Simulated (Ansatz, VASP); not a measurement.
**One calculation of Rh, two programs**

INCAR

```
  ALGO = Fast
  EDIFF = 1E-6
  ENCUT = 520
  GGA = PE
  ISIF = 2
  ISMEAR = 0
  LASPH = True
  LCHARG = False
  LREAL = False
  LWAVE = False
  NBANDS = 22
  NELM = 80
  PREC = Accurate
  SIGMA = 0.15
```

File KPOINTS:

```
k-points
0
Gamma
  21 21 12
```

Contents of POSCAR:

```
Rh
1.0
    2.7762441715      0.0000000000      0.0000000000
   -1.3881220858      2.4042979796      0.0000000000
    0.0000000000      0.0000000000      4.6044009585
Rh
2
Direct
    0.6666666667      0.3333333333      0.7500000000
    0.3333333333      0.6666666667      0.2500000000
```

Input for Ansatz:

```yaml
crystal:
  lattice:
    - [2.7762441715, 0.0, 0.0]
    - [-1.3881220858, 2.4042979796, 0.0]
    - [0.0, 0.0, 4.6044009585]
  atoms:
    - { symbol: Rh, position: [0.6666666667, 0.3333333333, 0.75] }
    - { symbol: Rh, position: [0.3333333333, 0.6666666667, 0.25] }
basis:
  ecutwfc: 420
kpoints:
  mp_grid: { grid: [21, 21, 12] }
hamiltonian:
  xc: pbe
  pseudopotentials: { kind: paw, azcp: { folder: soft_1 } }
scf:
  occupations: { method: gaussian, width: 0.15 }
output:
  forces: true
  stress: true
  eigenvalues: true
```

Alike in both runs: task single point; functional PBE; k mesh 21 × 21 × 12; occupations gaussian, width 0.15 eV; no spin polarisation.

|  | VASP | Ansatz |
| --- | --- | --- |
| version | VASP 6.6.1 | Ansatz 0.2.0 |
| potentials or method | VASP PAW PBE potentials, release 64 (Rh_pv), cutoff 520 eV | scalar-relativistic, plane waves, PAW |
| valence electrons in the cell | 30 | 34 |

|  | VASP | Ansatz | Ansatz less VASP |
| --- | --- | --- | --- |
| gap on the k mesh at the Fermi level (eV) | none | none | - |
| pressure (GPa) | -17.2 | -17.3 | -0.13 |
| traceless stress, the component that is largest in VASP (GPa) | -3.46 | -3.46 | -0.002 |

A gap of «none» marks a metal or a gap that the smearing closes. VASP's potentials hold 30 valence electrons a cell and Ansatz's 34, so a difference there can come from the potentials and not from the codes.
